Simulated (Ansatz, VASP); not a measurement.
## Rb in VASP and in Ansatz

INCAR

```
PREC     = Accurate       # precision mode
ENCUT    = 520            # plane-wave cutoff, eV
EDIFF    = 1E-6           # SCF threshold, eV
ISMEAR   = 0              # smearing method
SIGMA    = 0.15           # smearing width, eV
LREAL    = False          # projectors in reciprocal space
LASPH    = True           # aspherical terms in the spheres
NELM     = 60             # most SCF steps
ALGO     = Fast           # electronic algorithm
ISIF     = 2              # what is computed and relaxed
LWAVE    = False          # write WAVECAR
LCHARG   = False          # write CHGCAR
GGA      = PE             # functional
NBANDS   = 10             # bands
```

File KPOINTS:

```
Automatic mesh
0
Gamma
  12 12 12
```

File POSCAR:

```
Rb
1.0
   -2.8060000000      2.8095075000      2.8095075000
    2.8060000000     -2.8024925000      2.8024925000
    2.8060000000      2.8024925000     -2.8024925000
Rb
1
Direct
    0.0000000000      0.0000000000      0.0000000000
```

Input for Ansatz:

```yaml
crystal:
  lattice:
    - [-2.806, 2.8095075, 2.8095075]
    - [2.806, -2.8024925, 2.8024925]
    - [2.806, 2.8024925, -2.8024925]
  atoms:
    - { symbol: Rb, position: [0.0, 0.0, 0.0] }
basis:
  ecutwfc: 420
kpoints:
  mp_grid: { grid: [12, 12, 12] }
hamiltonian:
  xc: pbe
scf:
  occupations: { method: gaussian, width: 0.15 }
output:
  forces: true
  stress: true
  eigenvalues: true
```

Change from the starting cell: strain +0.0025 x Voigt [0, 0, 0, 1, 0, 0], atoms carried along.

Alike in both runs: task single point; functional PBE; k mesh 12 × 12 × 12; occupations gaussian, width 0.15 eV; no spin polarisation.

|  | VASP | Ansatz |
| --- | --- | --- |
| version | VASP 6.6.1 | Ansatz 0.2.0 |
| potentials or method | VASP PAW PBE potentials, release 64 (Rb_sv), cutoff 520 eV | scalar-relativistic, plane waves, PAW |
| valence electrons in the cell | 9 | 9 |

```csv
,VASP,Ansatz,Ansatz less VASP
gap on the k mesh at the Fermi level (eV),none,none,-
pressure (GPa),0.1,0.1,0.00
```

A gap of «none» marks a metal or a gap that the smearing closes.
